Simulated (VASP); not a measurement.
# ZnS (Cm) in VASP: notebook

ZnS is run at these levels: PBEsol; tasks: single point.

All numbers are computed with VASP 6.6.1; they aren't measurements. Logs are shortened: lines on timing, memory, paths and dates and some standing lists are left out, and cuts for length are marked.

## Step 1: The cell of the first run

Symmetry: Cm, No. 8, monoclinic system. The conventional cell has a = 7.575 Å, b = 7.575 Å, c = 5.357 Å, α = 90.00°, β = 90.00°, γ = 90.00°. Zn (site symmetry m) has 4 S at 2.14 to 2.51 Å within 2.8 Å. Within 3.1 Å of Zn (site symmetry m) lie 4 S at 2.32 Å. Within 3.1 Å of Zn (site symmetry 1) lie 4 S at 2.32 Å. Within 3.1 Å of S (site symmetry m) lie 4 Zn at 2.32 to 2.51 Å. Within 2.8 Å of S (site symmetry m) lie 4 Zn at 2.14 to 2.32 Å. S (site symmetry 1) has 4 Zn at 2.32 to 2.33 Å within 3.1 Å.

## Step 2: Single point, PBEsol (atom 1 (Zn) moved +0.225 Å along Cartesian [1 -1 0])

Input file INCAR:

```
PREC = Accurate ; ENCUT = 520
EDIFF = 1E-7 ; ISMEAR = 0
SIGMA = 0.05 ; LREAL = False
LASPH = True ; NELM = 80
ALGO = Normal ; ISIF = 2
LWAVE = False ; LCHARG = True
GGA = PS ; LELF = True
LVHAR = True ; NBANDS = 46
```

Input file KPOINTS:

```
regular mesh
0
Gamma
  6 6 6
```

Input file POSCAR:

```
ZnS
1.0
    5.3565181498      0.0000000000      0.0000000000
    0.0000000000     -5.3565181498      0.0000000000
    0.0000000000      0.0000000000     -5.3565181498
Zn S
4 4
Direct
    0.0297019484      0.0297019484      0.0000000000
    0.5000000000      0.5000000000      0.0000000000
    0.5000000000      0.0000000000      0.5000000000
    0.0000000000      0.5000000000      0.5000000000
    0.7500000000      0.7500000000      0.7500000000
    0.2500000000      0.2500000000      0.7500000000
    0.2500000000      0.7500000000      0.2500000000
    0.7500000000      0.2500000000      0.2500000000
```

Potentials or basis: VASP PAW PBE potentials, release 64 (Zn, S).

Started as:

```console
> cat potpaw_PBE.64/Zn/POTCAR potpaw_PBE.64/S/POTCAR > POTCAR
> mpirun -np 1 vasp_std > vasp.out
```

OUTCAR:

```text
PREC = Accurate
   ENCUT = 520
   EDIFF = 1E-7
   ISMEAR = 0
   LREAL = False
   LASPH = True
   NELM = 80
   ISIF = 2
   GGA = PS

 ion  position               nearest neighbor table
   1  0.030  0.030  0.000-   6 2.14   7 2.33   8 2.33   5 2.51
   2  0.500  0.500  0.000-   5 2.32   6 2.32   7 2.32   8 2.32
   3  0.500  0.000  0.500-   5 2.32   6 2.32   7 2.32   8 2.32
   4  0.000  0.500  0.500-   5 2.32   6 2.32   7 2.32   8 2.32
   5  0.750  0.750  0.750-   2 2.32   3 2.32   4 2.32   1 2.51
   6  0.250  0.250  0.750-   1 2.14   2 2.32   3 2.32   4 2.32
   7  0.250  0.750  0.250-   2 2.32   3 2.32   4 2.32   1 2.33
   8  0.750  0.250  0.250-   2 2.32   3 2.32   4 2.32   1 2.33

  LATTYP: Found a simple cubic cell.
 ALAT       =     5.3565181498

  Lattice vectors:

 A1 = (   5.3565181498,   0.0000000000,   0.0000000000)
 A2 = (   0.0000000000,  -5.3565181498,   0.0000000000)
 A3 = (   0.0000000000,   0.0000000000,  -5.3565181498)

Analysis of symmetry for initial positions (statically):
=====================================================================
 Subroutine PRICEL returns:
 Original cell was already a primitive cell.

 Routine SETGRP: Setting up the symmetry group for a
 simple cubic supercell.

 Subroutine GETGRP returns: Found  2 space group operations
 (whereof  2 operations were pure point group operations)
 out of a pool of 48 trial point group operations.

The static configuration has the point symmetry C_1h.

Analysis of symmetry for dynamics (positions and initial velocities):
=====================================================================
 Subroutine PRICEL returns:
 Original cell was already a primitive cell.

 Routine SETGRP: Setting up the symmetry group for a
 simple cubic supercell.

 Subroutine GETGRP returns: Found  2 space group operations
 (whereof  2 operations were pure point group operations)
 out of a pool of 48 trial point group operations.

The dynamic configuration has the point symmetry C_1h.

 Subroutine INISYM returns: Found  2 space group operations
 (whereof  2 operations are pure point group operations),
 and found     1 'primitive' translations

----------------------------------------------------------------------------------------

                                     Primitive cell

  volume of cell :     153.6908

  direct lattice vectors                    reciprocal lattice vectors
     5.356518150  0.000000000  0.000000000     0.186688437  0.000000000  0.000000000
     0.000000000 -5.356518150  0.000000000     0.000000000 -0.186688437  0.000000000
     0.000000000  0.000000000 -5.356518150     0.000000000  0.000000000 -0.186688437

  length of vectors
     5.356518150  5.356518150  5.356518150     0.186688437  0.186688437  0.186688437

  position of ions in fractional coordinates (direct lattice)
     0.029701948  0.029701948  0.000000000
     0.500000000  0.500000000  0.000000000
     0.500000000  0.000000000  0.500000000
     0.000000000  0.500000000  0.500000000
     0.750000000  0.750000000  0.750000000
     0.250000000  0.250000000  0.750000000
     0.250000000  0.750000000  0.250000000
     0.750000000  0.250000000  0.250000000

  ion indices of the primitive-cell ions
   primitive index   ion index
                 1           1
                 2           2
                 3           3
                 4           4
                 5           5
                 6           6
                 7           7
                 8           8

----------------------------------------------------------------------------------------

 KPOINTS: regular mesh

Automatic generation of k-mesh.
 Grid dimensions read from file:
 generate k-points for:    6    6    6

 Generating k-lattice:

  Cartesian coordinates                     Fractional coordinates (reciprocal lattice)
     0.031114739  0.000000000  0.000000000     0.166666667  0.000000000  0.000000000
     0.000000000 -0.031114739  0.000000000     0.000000000  0.166666667  0.000000000
     0.000000000  0.000000000 -0.031114739     0.000000000  0.000000000  0.166666667

  Length of vectors
     0.031114739  0.031114739  0.031114739

  Shift w.r.t. Gamma in fractional coordinates (k-lattice)
     0.000000000  0.000000000  0.000000000

 Subroutine IBZKPT returns following result:
 ===========================================

 Found     68 irreducible k-points:

 Following reciprocal coordinates:
            Coordinates               Weight
  0.000000  0.000000  0.000000      1.000000
  0.166667  0.000000  0.000000      4.000000
  0.000000  0.000000  0.166667      2.000000
  0.333333  0.000000  0.000000      4.000000
  0.000000  0.000000  0.333333      2.000000
  0.500000  0.000000  0.000000      2.000000
[... 16 lines left out ...]
 -0.333333  0.333333  0.000000      2.000000
 -0.333333  0.000000  0.333333      4.000000
 [... further k-points ...]
   k-points           NKPTS =     68   k-points in BZ     NKDIM =     68   number of bands    NBANDS=     46
   number of dos      NEDOS =    301   number of ions     NIONS =      8
   total plane-waves  NPLWV =  64000
   dimension x,y,z NGX =    40 NGY =   40 NGZ =   40
   dimension x,y,z NGXF=    80 NGYF=   80 NGZF=   80
   ions per type =               4   4
   NGX,Y,Z   is equivalent  to a cutoff of  12.41, 12.41, 12.41 a.u.
   NGXF,Y,Z  is equivalent  to a cutoff of  24.83, 24.83, 24.83 a.u.
 SYSTEM =  unknown system
   PREC   = accura    normal or accurate (medium, high low for compatibility)
   ISTART =      0    job   : 0-new  1-cont  2-samecut
   ICHARG =      2    charge: 1-file 2-atom 10-const
   ISPIN  =      1    spin polarized calculation?
   LNONCOLLINEAR =      F non collinear calculations
   LSORBIT =      F    spin-orbit coupling
   LASPH  =      T    aspherical Exc in radial PAW
   ENCUT  =  520.0 eV  38.22 Ry    6.18 a.u.   9.96  9.96  9.96*2*pi/ulx,y,z
   NELM   =     80;   NELMIN=  2; NELMDL= -5     # of ELM steps
   EDIFF  = 0.1E-06   stopping-criterion for ELM
   LREAL  =      F    real-space projection
   EDIFFG = 0.1E-05   stopping-criterion for IOM
   NSW    =      0    number of steps for IOM
   IBRION =     -1    ionic relax: 0-MD 1-quasi-New 2-CG
   NFREE  =      0    steps in history (QN), initial steepest desc. (CG)
   ISIF   =      2    stress and relaxation
   ISYM   =      2    0-nonsym 1-usesym 2-fastsym
   POTIM  = 0.5000    time-step for ionic-motion
   TEBEG  =    0.0;   TEEND  =   0.0 temperature during run
   PSTRESS=    0.0 pullay stress
   NELECT =      72.0000    total number of electrons
   NUPDOWN=      -1.0000    fix difference up-down
   EMIN   =  10.00;   EMAX   =-10.00  energy-range for DOS
   EFERMI =   0.00;   METHOD = LEGACY
   ISMEAR =     0;   SIGMA  =   0.05  broadening in eV -4-tet -1-fermi 0-gaus
   EFERMI_NEDOS =   21; number of points for ismear=-14 and -15
   IALGO  =     38    algorithm
   IMIX   =      4    mixing-type and parameters
     AMIX     =   0.40;   BMIX     =  1.00
     AMIX_MAG =   1.60;   BMIX_MAG =  1.00
  volume/ion in A,a.u.               =      19.21       129.64
  Fermi-wavevector in a.u.,A,eV,Ry     =   1.271461  2.402713 21.995360  1.616613
  Thomas-Fermi vector in A             =   2.404393
   LORBIT       =      0    0 simple, 1 ext, 2 COOP (PROOUT), +10 PAW based schemes
   GGA     = PS    functional components
   LHFCALC =     F    Hartree Fock is set to
   AEXX    =    0.0000 exact exchange contribution
   IVDW    =     0    specifies the selected vdW correction
   LEPSILON=     F    determine dielectric tensor
   LRPA    =     F    only Hartree local field effects (RPA)
 non-spin polarized calculation
 Gauss-broadening in eV      SIGMA  =   0.05
  energy-cutoff  :      520.00
  volume of cell :      153.69
 maximum number of plane-waves:      4224
   NGX = 19   NGY = 19   NGZ = 19

 number of electron      72.0000097 magnetization

 Free energy of the ion-electron system (eV)
  ---------------------------------------------------
  ext. energy  EPLUGINS =         0.00000000
  ---------------------------------------------------
  free energy    TOTEN  =       -30.16876418 eV

  energy without entropy =      -30.16876418  energy(sigma->0) =      -30.16876418

 E-fermi :   2.5469     XC(G=0):  -9.9736

 val. band max:        2.3133689862   @ k =   0.0000   0.0000   0.0000
 cond. band min:       4.3384050517   @ k =   0.0000   0.0000   0.0000
 fundamental gap:      2.0250360655
 Fermi energy:         2.5469037160

 k-point     1 :       0.0000    0.0000    0.0000
  band No.  band energies     occupation
      1     -11.1435      2.00000
      2      -9.9854      2.00000
      3      -9.7425      2.00000
      4      -9.5207      2.00000
      5      -4.4359      2.00000
      6      -4.3500      2.00000
[... 38 lines left out ...]
     45       8.5703      0.00000
     46       8.6268      0.00000

 k-point     2 :       0.1667    0.0000    0.0000
  band No.  band energies     occupation
      1     -11.0740      2.00000
      2     -10.0151      2.00000
      3      -9.7938      2.00000
      4      -9.5388      2.00000
      5      -4.4258      2.00000
      6      -4.3342      2.00000
[... 38 lines left out ...]
     45       8.8701      0.00000
     46       8.9120      0.00000

 k-point     3 :       0.0000    0.0000    0.1667
  band No.  band energies     occupation
      1     -11.0716      2.00000
      2     -10.0449      2.00000
      3      -9.7409      2.00000
      4      -9.5646      2.00000
      5      -4.4191      2.00000
      6      -4.3305      2.00000
[... 1018 lines left out ...]
     45       9.1322      0.00000
     46       9.1653      0.00000

 k-point    24 :      -0.3333    0.0000    0.3333
  band No.  band energies     occupation
      1     -10.6716      2.00000
      2     -10.1989      2.00000
      3      -9.9440      2.00000
      4      -9.6969      2.00000
      5      -4.3695      2.00000
      6      -4.2214      2.00000
[... 38 lines left out ...]
     45       8.9625      0.00000
     46       9.1839      0.00000

 [... further k-points ...]

------------------------ aborting loop because EDIFF is reached ----------------------------------------

  FORCE on cell =-STRESS in cart. coord.  units (eV):
  Direction    XX          YY          ZZ          XY          YZ          ZX
  --------------------------------------------------------------------------------------
  -------------------------------------------------------------------------------------
  Total        0.5501140      0.5501140      0.9062535     -0.5753500     -1.0834623      1.0834623
  in kB        5.7347636      5.7347636      9.4474050     -5.9978412    -11.2947509     11.2947509
  external PRESSURE =       6.9723107 kB  Pullay stress =       0.0000000 kB

 VOLUME and BASIS-vectors are now :
 -----------------------------------------------------------------------------
  energy-cutoff  :      520.00
  volume of cell :      153.69
      direct lattice vectors                 reciprocal lattice vectors
     5.356518150  0.000000000  0.000000000     0.186688437  0.000000000  0.000000000
     0.000000000 -5.356518150  0.000000000     0.000000000 -0.186688437  0.000000000
     0.000000000  0.000000000 -5.356518150     0.000000000  0.000000000 -0.186688437

 POSITION                                       TOTAL-FORCE (eV/Angst)
 -----------------------------------------------------------------------------------
      0.15910     -0.15910      0.00000        -1.224139      1.224139     -0.638451
      2.67826     -2.67826      0.00000         0.187942     -0.187942      0.009393
      2.67826      0.00000     -2.67826         0.185960      0.224024     -0.004972
      0.00000     -2.67826     -2.67826        -0.224024     -0.185960     -0.004972
      4.01739     -4.01739     -4.01739         0.289729     -0.289729     -0.253701
      1.33913     -1.33913     -4.01739         0.742275     -0.742275      0.817043
      1.33913     -4.01739     -1.33913        -0.019214     -0.061471      0.037830
      4.01739     -1.33913     -1.33913         0.061471      0.019214      0.037830
 -----------------------------------------------------------------------------------
    total drift:                               -0.001006      0.001006     -0.000011

  FREE ENERGIE OF THE ION-ELECTRON SYSTEM (eV)
  ---------------------------------------------------
  free  energy   TOTEN  =       -30.1687641841 eV

  energy  without entropy=      -30.1687641841  energy(sigma->0) =      -30.16876418
```

Run time: 11 min. Hardware: 1 thread of Intel Xeon 8259CL, shared host; peak memory 0.49 GiB.

Results:

| Quantity | Value |
| --- | --- |
| Free energy | -30.1688 eV |
| Pressure | 0.7 GPa |
| Largest force | 1.845 eV/Å |
| Band gap on the k mesh | 2.02 eV |

Forces on the atoms (eV/Å):
```
Zn  -1.224  1.224 -0.638
Zn   0.188 -0.188  0.009
Zn   0.186  0.224 -0.005
Zn  -0.224 -0.186 -0.005
S    0.290 -0.290 -0.254
S    0.742 -0.742  0.817
S   -0.019 -0.061  0.038
S    0.061  0.019  0.038
```

Stress tensor (GPa, compression positive):
```
 0.57 -0.60  1.13
-0.60  0.57 -1.13
 1.13 -1.13  0.94
```

Levels at points of the mesh, in eV from the valence-band top:
| k point | band 32 | band 33 | band 34 | band 35 | band 36 | band 37 | band 38 | band 39 | band 40 | band 41 |
| --- | --- | --- | --- | --- | --- | --- | --- | --- | --- | --- |
| (0.00, 0.00, 0.00) | -2.32 | -2.25 | -0.10 | -0.04 | 0.00 | 2.02 | 2.84 | 3.12 | 3.38 | 3.87 |
| (0.50, 0.00, 0.00) | -2.60 | -1.50 | -1.47 | -1.25 | -1.19 | 4.12 | 4.26 | 4.51 | 4.62 | 5.37 |
| (0.00, 0.00, 0.50) | -2.55 | -1.37 | -1.36 | -1.35 | -1.28 | 4.18 | 4.29 | 4.48 | 4.51 | 5.52 |
| (0.50, 0.50, 0.00) | -2.49 | -1.13 | -1.00 | -0.96 | -0.89 | 4.75 | 4.76 | 4.76 | 4.77 | 6.26 |
| (0.00, 0.50, 0.50) | -2.56 | -1.19 | -1.07 | -0.93 | -0.81 | 4.60 | 4.70 | 4.83 | 4.92 | 6.30 |
| (0.50, 0.50, 0.50) | -1.01 | -0.89 | -0.87 | -0.87 | -0.69 | 3.12 | 3.17 | 3.20 | 3.27 | 6.45 |

Caveat: the cell differs from its parent crystal (atom 1 (Zn) moved +0.225 Å along Cartesian [1 -1 0]); the PAW data sets were made with another functional, which shifts forces and pressure a little.

## Step 3: Single point, PBEsol (atom 1 (Zn) moved +0.188 Å along Cartesian [1 -1 0])

Input file INCAR:

```
PREC = Accurate
ENCUT = 520
EDIFF = 1E-6
ISMEAR = 0
SIGMA = 0.05
LREAL = F
LASPH = T
NELM = 80
ALGO = Normal
ISIF = 2
LWAVE = F
LCHARG = F
GGA = PS
NBANDS = 46
```

Input file KPOINTS:

```
Automatic mesh
0
Gamma
  6 6 6
```

Edit POSCAR of step 2 so:

```diff
@@ -8,3 +8,3 @@
 Direct
-    0.0297019484      0.0297019484      0.0000000000
+    0.0247516237      0.0247516237      0.0000000000
     0.5000000000      0.5000000000      0.0000000000
```

Potentials or basis: VASP PAW PBE potentials, release 64 (Zn, S).

Started as:

```console
> cat potpaw_PBE.64/Zn/POTCAR potpaw_PBE.64/S/POTCAR > POTCAR
> mpirun -np 1 vasp_std > vasp.out
```

Run time: 21 min. Hardware: 1 thread of Intel Xeon 8259CL, shared host; peak memory 0.49 GiB.

It converged, with:

* Free energy: -30.2276 eV
* Pressure: 0.5 GPa
* Largest force: 1.475 eV/Å
* Band gap on the k mesh: 2.04 eV

Forces on the atoms (eV/Å):
```
Zn  -0.996  0.996 -0.439
Zn   0.156 -0.156  0.007
Zn   0.155  0.187 -0.004
Zn  -0.187 -0.155 -0.004
S    0.263 -0.263 -0.234
S    0.576 -0.576  0.619
S   -0.012 -0.044  0.027
S    0.044  0.012  0.027
```

Stress tensor (GPa, compression positive):
```
 0.46 -0.42  0.91
-0.42  0.46 -0.91
 0.91 -0.91  0.71
```

Levels at points of the mesh, in eV from the valence-band top:
| k point | band 33 | band 34 | band 35 | band 36 | band 37 | band 38 | band 39 | band 40 |
| --- | --- | --- | --- | --- | --- | --- | --- | --- |
| (0.00, 0.00, 0.00) | -2.26 | -0.08 | -0.03 | 0.00 | 2.04 | 2.90 | 3.13 | 3.35 |
| (0.50, 0.00, 0.00) | -1.47 | -1.44 | -1.26 | -1.21 | 4.16 | 4.28 | 4.51 | 4.61 |
| (0.00, 0.00, 0.50) | -1.36 | -1.35 | -1.35 | -1.30 | 4.22 | 4.29 | 4.50 | 4.52 |
| (0.50, 0.50, 0.00) | -1.10 | -1.00 | -0.96 | -0.90 | 4.76 | 4.77 | 4.77 | 4.78 |
| (0.00, 0.50, 0.50) | -1.15 | -1.05 | -0.94 | -0.84 | 4.64 | 4.72 | 4.83 | 4.90 |
| (0.50, 0.50, 0.50) | -0.90 | -0.88 | -0.87 | -0.73 | 3.14 | 3.19 | 3.20 | 3.27 |

Caveat: the cell differs from its parent crystal (atom 1 (Zn) moved +0.188 Å along Cartesian [1 -1 0]); the PAW data sets were made with another functional, which shifts forces and pressure a little.
